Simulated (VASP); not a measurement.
Wanted: the native input for a VASP 6.6.1 run.

| Quantity | Value |
| --- | --- |
| Task | single point |
| Functional | HSE06 |
| Potentials or basis | VASP PAW PBE potentials, release 64 (Si) |
| Cutoff | 400 eV |
| k mesh | 1 × 1 × 1 |
| Occupations | gaussian, width 0.01 eV |
| Spin | no spin polarisation |
| Dipole correction | no |
| Grid for exact exchange (PRECFOCK) | Fast |
| Further INCAR settings | LREAL = Auto; ALGO = Normal; EDIFF = 1e-06; NBANDS = 186 |
| Share of exact exchange | 0.25 |
| Screening parameter | 0.2079 1/Å |

The system is Si.

```xyz
72
Lattice="0.0000 10.8874 10.8874 8.1656 0.0000 8.1656 8.1656 8.1656 0.0000" Properties=species:S:1:pos:R:3 pbc="T T T"
Si    1.3533    1.4382    1.4083
Si   -0.0160   -0.0355    0.0278
Si    4.0311    4.0406    1.3279
Si    2.6992    2.6899   -0.0384
Si    6.8011    6.7635    1.3472
Si    5.4663    5.3422   -0.0568
Si    4.0969    1.3464    4.0693
Si    2.7031    0.0069    2.6992
Si    6.8097    4.0035    4.0801
Si    5.4504    2.7222    2.7165
Si    9.4373    6.6948    4.0895
Si    8.1414    5.4212    2.7071
Si    6.7673    1.3945    6.8129
Si    5.3980   -0.1111    5.3864
Si    9.6061    4.0508    6.8196
Si    8.1219    2.6731    5.4409
Si   12.1925    6.7066    6.7792
Si   10.8337    5.4475    5.3944
Si    1.4329    4.0726    4.0937
Si   -0.0842    2.6771    2.6454
Si    4.0550    6.8037    4.0452
Si    2.7003    5.4522    2.7412
Si    6.8131    9.5659    4.0893
Si    5.4747    8.1410    2.7517
Si    4.0600    4.0268    6.7696
Si    2.7324    2.7090    5.4057
Si    6.7917    6.7308    6.7339
Si    5.4220    5.3947    5.4554
Si    9.5160    9.5416    6.8099
Si    8.1341    8.1372    5.4209
Si    6.8887    4.1182    9.5920
Si    5.4397    2.7263    8.1997
Si    9.5432    6.7792    9.5973
Si    8.1972    5.4700    8.2128
Si   12.3466    9.6074    9.5837
Si   10.9398    8.2078    8.2457
Si    1.3702    6.8326    6.8291
Si    0.0572    5.4681    5.4460
Si    4.1045    9.5363    6.8038
Si    2.7530    8.1704    5.4680
Si    6.7932   12.2329    6.7389
Si    5.4799   10.9101    5.4907
Si    4.0754    6.8480    9.4849
Si    2.7169    5.3826    8.1668
Si    6.7950    9.4934    9.5100
Si    5.4868    8.1631    8.1694
Si    9.4917   12.2344    9.5264
Si    8.1484   10.8716    8.1355
Si    6.7759    6.8026   12.2641
Si    5.4837    5.4295   10.9051
Si    9.5503    9.5490   12.2619
Si    8.2214    8.1918   10.9240
Si   12.3277   12.2510   12.1632
Si   10.9213   10.8812   10.8541
Si    1.3627    9.4902    9.5641
Si   -0.0266    8.1088    8.1244
Si    4.1065   12.2253    9.5119
Si    2.7178   10.8951    8.1542
Si    6.7984   14.9813    9.5023
Si    5.4657   13.6394    8.1784
Si    4.0638    9.4803   12.2129
Si    2.7961    8.2631   10.9395
Si    6.7632   12.2618   12.2823
Si    5.4312   10.8966   10.8931
Si    9.5487   14.9454   12.2353
Si    8.1488   13.5951   10.9076
Si    6.7790    9.4452   14.8992
Si    5.4680    8.1478   13.6214
Si    9.5511   12.3105   15.0180
Si    8.1527   10.8662   13.6464
Si   12.2238   14.9734   15.0041
Si   10.9336   13.6630   13.6364
```

The input as run:

POSCAR

```
Si
1.0
    0.0000000000     10.8874040000     10.8874040000
    8.1655530000      0.0000000000      8.1655530000
    8.1655530000      8.1655530000      0.0000000000
Si
72
Direct
    0.0685740000      0.0810370000      0.0847010000
    0.0003810000      0.0028930000     -0.0048570000
    0.0614220000      0.0807300000      0.4129440000
   -0.0021920000     -0.0017750000      0.3323400000
    0.0601440000      0.0847950000      0.7481040000
   -0.0083080000      0.0041240000      0.6653090000
    0.0605690000      0.4175960000      0.0841300000
    0.0001370000      0.3303740000      0.0006640000
    0.0585060000      0.4216670000      0.4122830000
   -0.0005370000      0.3334000000      0.3340920000
    0.0618590000      0.4183390000      0.7374100000
   -0.0006070000      0.3323310000      0.6647150000
    0.0661390000      0.7461660000      0.0825950000
   -0.0056300000      0.6671610000     -0.0060970000
    0.0580620000      0.7577500000      0.4186620000
   -0.0003650000      0.6668050000      0.3278460000
    0.0593990000      0.7510230000      0.7421350000
    0.0003710000      0.6601290000      0.6666320000
    0.3092310000      0.0890310000      0.0864450000
    0.2482980000     -0.0070970000     -0.0032150000
    0.3120080000      0.0793880000      0.4172070000
    0.2522660000     -0.0006500000      0.3313500000
    0.3142190000      0.0818370000      0.7525310000
    0.2488180000      0.0052280000      0.6652320000
    0.3093640000      0.4165550000      0.0806550000
    0.2471830000      0.3324380000      0.0021880000
    0.3064570000      0.4160640000      0.4156860000
    0.2492810000      0.3357190000      0.3282960000
    0.3139160000      0.4154290000      0.7499600000
    0.2490960000      0.3317480000      0.6643990000
    0.3132760000      0.7569940000      0.0866400000
    0.2519550000      0.6682440000     -0.0020620000
    0.3138160000      0.7569220000      0.4117960000
    0.2519220000      0.6698870000      0.3339870000
    0.3143300000      0.7545660000      0.7574710000
    0.2532150000      0.6721970000      0.6675550000
    0.5644790000      0.0836860000      0.0841180000
    0.4986000000      0.0021480000      0.0048590000
    0.5619190000      0.0840110000      0.4186480000
    0.4999070000      0.0031000000      0.3340520000
    0.5592940000      0.0795540000      0.7523810000
    0.5015370000      0.0037090000      0.6673940000
    0.5629270000      0.4110100000      0.0880810000
    0.4974810000      0.3368490000     -0.0041190000
    0.5606700000      0.4170880000      0.4150610000
    0.4980810000      0.3363590000      0.3355910000
    0.5634580000      0.4153850000      0.7470210000
    0.4986790000      0.3314110000      0.6664870000
    0.5644480000      0.7493280000      0.0804930000
    0.4983240000      0.6710640000      0.0005000000
    0.5630640000      0.7509150000      0.4186750000
    0.5003220000      0.6707190000      0.3361200000
    0.5550690000      0.7494850000      0.7602350000
    0.4966280000      0.6670800000      0.6704010000
    0.8124830000      0.0879670000      0.0789150000
    0.7467210000     -0.0006720000     -0.0025820000
    0.8096890000      0.0853020000      0.4175980000
    0.7500210000     -0.0014130000      0.3342460000
    0.8121840000      0.0807970000      0.7517770000
    0.7509650000      0.0002810000      0.6690750000
    0.8096220000      0.4161640000      0.0815140000
    0.7534630000      0.3350960000      0.0073330000
    0.8165850000      0.4153810000      0.4128750000
    0.7512580000      0.3323530000      0.3327850000
    0.8097410000      0.4187490000      0.7506440000
    0.7510470000      0.3344080000      0.6635380000
    0.8066830000      0.7490590000      0.0811320000
    0.7486250000      0.6699910000     -0.0003450000
    0.8164220000      0.7506290000      0.4190490000
    0.7513180000      0.6694570000      0.3289740000
    0.8153330000      0.7503740000      0.7466170000
    0.7515950000      0.6678640000      0.6711260000
```

INCAR.step1

```
SYSTEM = Si
ALGO     = Normal         ! electronic algorithm
EDIFF    = 1E-5           ! SCF threshold, eV
ENCUT    = 400            ! plane-wave cutoff, eV
GGA      = PE             ! functional
GGA_COMPAT= .False.      
ISIF     = 2              ! what is computed and relaxed
ISMEAR   = 0              ! smearing method
LASPH    = .True.         ! aspherical terms in the spheres
LREAL    = Auto         
LWAVE    = .True.         ! write WAVECAR
NBANDS   = 186            ! bands
NCORE    = 4            
NELM     = 120            ! most SCF steps
PREC     = Accurate       ! precision mode
SIGMA    = 0.01           ! smearing width, eV
```

INCAR.step2

```
SYSTEM = Si
ALGO     = Normal         ! electronic algorithm
EDIFF    = 1E-6           ! SCF threshold, eV
ENCUT    = 400            ! plane-wave cutoff, eV
GGA      = PE             ! functional
GGA_COMPAT= .False.      
HFSCREEN = 0.2079         ! screening, 1/A
ISIF     = 2              ! what is computed and relaxed
ISMEAR   = 0              ! smearing method
ISTART   = 1            
LASPH    = .True.         ! aspherical terms in the spheres
LCHARG   = .True.         ! write CHGCAR
LELF     = .True.         ! ELF
LHFCALC  = .True.         ! exact exchange
LREAL    = Auto         
LVHAR    = .True.       
LWAVE    = .False.        ! write WAVECAR
NBANDS   = 186            ! bands
NCORE    = 4            
NELM     = 120            ! most SCF steps
PREC     = Accurate       ! precision mode
PRECFOCK = Fast         
SIGMA    = 0.01           ! smearing width, eV
```

KPOINTS

```
k-points
0
Gamma
  1 1 1
  0 0 0
```

Potentials or basis: VASP PAW PBE potentials, release 64 (Si).

Launch:

```console
$ cat potpaw_PBE.64/Si/POTCAR > POTCAR
$ cp INCAR.step1 INCAR
$ mpirun -np 4 vasp_gam > vasp.out
$ cp INCAR.step2 INCAR
$ mpirun -np 4 vasp_gam > vasp.out
```

It gave:

| Item | Value |
| --- | --- |
| Pressure | 0.6 GPa |
| Largest force | 3.140 eV/Å |
| Band gap on the k mesh | 1.26 eV |

Caveat: the k points lie up to 0.67 Å⁻¹ apart; the PAW data sets were made with another functional, which shifts forces and pressure a little; an odd mesh through Γ misses points on the zone boundary, where band edges can lie.

Run time: 5.2 min on 4 MPI ranks on Intel(R) Xeon(R) 6975P-C (Granite Rapids) (shared host), peak memory 0.55 GiB a rank.
